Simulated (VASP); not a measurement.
Here is a VASP 6.6.1 calculation.

File INCAR:

```
ALGO = Fast
EDIFF = 1E-6
ENCUT = 520
GGA = PE
ISIF = 2
ISMEAR = 0
LASPH = T
LCHARG = T
LELF = T
LREAL = F
LVHAR = T
LWAVE = F
NBANDS = 12
NELM = 60
PREC = Accurate
SIGMA = 0.15
```

The input KPOINTS:

```
k-points
0
Gamma
  20 20 20
```

The input POSCAR:

```
Ag
1.0
   -1.6556540000      1.7021778774      1.7021778774
    1.6556540000     -1.6091301226      1.6091301226
    1.6556540000      1.6091301226     -1.6091301226
Ag
1
Direct
    0.0000000000      0.0000000000      0.0000000000
```

Potentials or basis: VASP PAW PBE potentials, release 64 (Ag).

Command:

```bash
$ cat potpaw_PBE.64/Ag/POTCAR > POTCAR
$ mpirun -np 1 vasp_std > vasp.out
```

Q: Predict the pressure.

A: -0.5 GPa.

Q: Predict the band gap on the k mesh.

A: Zero (an odd number of electrons rules out a gap without spin polarisation).

Stress tensor (GPa, compression positive):
```
-0.39  0.00  0.00
 0.00 -0.56 -2.41
 0.00 -2.41 -0.56
```

Caveat: the cell differs from its parent crystal (strain +0.0562 x Voigt [0, 0, 0, 1, 0, 0]).
